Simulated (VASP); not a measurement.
Write the native input for VASP 6.6.1 that does the following.

| Item | Value |
| --- | --- |
| Task | single point |
| Functional | PBE |
| Potentials or basis | VASP PAW PBE potentials, release 64 (Li_sv, F) |
| Cutoff | 750 eV |
| k mesh | 10 × 10 × 10 |
| Occupations | gaussian, width 0.01 eV |
| Spin | no spin polarisation |
| Dipole correction | no |
| Further INCAR settings | ALGO = Normal; EDIFF = 1e-06; NBANDS = 12 |

The structure of LiF lies in POSCAR:

```
LiF
1.0
    0.0000000000      1.9948691814      1.9948691814
    1.9948691814      0.0000000000      1.9948691814
    1.9948691814      1.9948691814      0.0000000000
Li F
1 1
Direct
    0.0000000000      0.0000000000      0.0000000000
    0.5000000000      0.5000000000      0.5000000000
```

These files were run (other wordings do the same):

INCAR

```
PREC     = Accurate       # precision mode
ENCUT    = 750            # plane-wave cutoff, eV
EDIFF    = 1E-6           # SCF threshold, eV
ISMEAR   = 0              # smearing method
SIGMA    = 0.01           # smearing width, eV
LREAL    = False          # projectors in reciprocal space
LASPH    = True           # aspherical terms in the spheres
NELM     = 120            # most SCF steps
ALGO     = Normal         # electronic algorithm
ISIF     = 2              # what is computed and relaxed
LWAVE    = False          # write WAVECAR
LCHARG   = True           # write CHGCAR
GGA      = PE             # functional
LELF     = True           # ELF
LVHAR    = True         
NBANDS   = 12             # bands
GGA_COMPAT= False
```

KPOINTS

```
Automatic mesh
0
Gamma
  10 10 10
```

Potentials or basis: VASP PAW PBE potentials, release 64 (Li_sv, F).

Command:

```sh
$ cat potpaw_PBE.64/Li_sv/POTCAR potpaw_PBE.64/F/POTCAR > POTCAR
$ mpirun -np 1 vasp_std > vasp.out
```

It gave:

- Pressure: 3.7 GPa
- Band gap on the k mesh: 9.34 eV

Caveat: the cell stands under pressure.

It took 9.8 s on 1 thread of AMD EPYC 9R45 96-Core Processor (Zen 5) (shared host), peak memory 0.12 GiB.
